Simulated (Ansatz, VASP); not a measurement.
## BN in VASP and in Ansatz

POSCAR

```
BN
1.0
    2.5539396017      0.0000000000      0.0000000000
   -1.2769698009      2.2117765748      0.0000000000
    0.0000000000      0.0000000000      4.2268550000
B N
2 2
Direct
    0.6666666667      0.3333333333      1.0233822518
    0.3333333333      0.6666666667      0.4997240000
    0.6666666667      0.3333333333      0.6252760000
    0.3333333333      0.6666666667      0.1252760000
```

File INCAR.step1:

```
PREC     = Accurate       # precision mode
ENCUT    = 520            # plane-wave cutoff, eV
ISMEAR   = 0              # smearing method
SIGMA    = 0.05           # smearing width, eV
LREAL    = False          # projectors in reciprocal space
LASPH    = True           # aspherical terms in the spheres
NELM     = 100            # most SCF steps
NBANDS   = 16             # bands
GGA      = PE             # functional
ALGO     = Normal         # electronic algorithm
EDIFF    = 1E-4           # SCF threshold, eV
LWAVE    = True           # write WAVECAR
LCHARG   = False          # write CHGCAR
```

The input INCAR.step2:

```
PREC     = Accurate       # precision mode
ENCUT    = 520            # plane-wave cutoff, eV
EDIFF    = 1E-6           # SCF threshold, eV
ISMEAR   = 0              # smearing method
SIGMA    = 0.05           # smearing width, eV
LREAL    = False          # projectors in reciprocal space
LASPH    = True           # aspherical terms in the spheres
NELM     = 100            # most SCF steps
ALGO     = Normal         # electronic algorithm
ISIF     = 2              # what is computed and relaxed
LWAVE    = False          # write WAVECAR
LCHARG   = True           # write CHGCAR
METAGGA  = R2SCAN         # meta-GGA
LMIXTAU  = True         
LELF     = True           # ELF
LVHAR    = True         
NBANDS   = 16             # bands
ISTART   = 1
```

File KPOINTS:

```
Automatic mesh
0
Gamma
  12 12 6
```

Input for Ansatz:

```yaml
crystal:
  lattice:
    - [2.5539396017, 0.0, 0.0]
    - [-1.2769698009, 2.2117765748, 0.0]
    - [0.0, 0.0, 4.226855]
  atoms:
    - { symbol: B, position: [0.6666666667, 0.3333333333, 1.0233822518] }
    - { symbol: B, position: [0.3333333333, 0.6666666667, 0.499724] }
    - { symbol: "N", position: [0.6666666667, 0.3333333333, 0.625276] }
    - { symbol: "N", position: [0.3333333333, 0.6666666667, 0.125276] }
basis:
  ecutwfc: 500
kpoints:
  mp_grid: { grid: [12, 12, 6] }
hamiltonian:
  xc: r2scan
scf:
  occupations: { method: gaussian, width: 0.05 }
output:
  forces: true
  stress: true
  eigenvalues: true
```

Alike in both runs: task single point; functional r2SCAN; k mesh 12 × 12 × 6; occupations gaussian, width 0.05 eV; no spin polarisation.

|  | VASP | Ansatz |
| --- | --- | --- |
| version | VASP 6.6.1 | Ansatz 0.2.0 |
| potentials or method | VASP PAW PBE potentials, release 64 (B, N), cutoff 520 eV | scalar-relativistic, plane waves, PAW |
| valence electrons in the cell | 16 | 16 |

|  | VASP | Ansatz | Ansatz less VASP |
| --- | --- | --- | --- |
| gap on the k mesh at the Fermi level (eV) | 6.04 | 6.07 | +0.032 |
| least direct gap on the mesh (eV) | 8.63 | 8.64 | +0.010 |
| pressure (GPa) | -1.8 | -2.8 | -1.05 |
| traceless stress, the component that is largest in VASP (GPa) | 1.13 | 1.34 | +0.203 |
| rms of the force components (eV/Å) | 1.013 | 1.011 | -0.0026 |

VASP's potentials were made for PBE, not for r2SCAN. Atom by atom the forces differ by 0.007 eV/Å (rms over components). With one functional, cell and mesh, what is left measures potentials, basis and numerics.
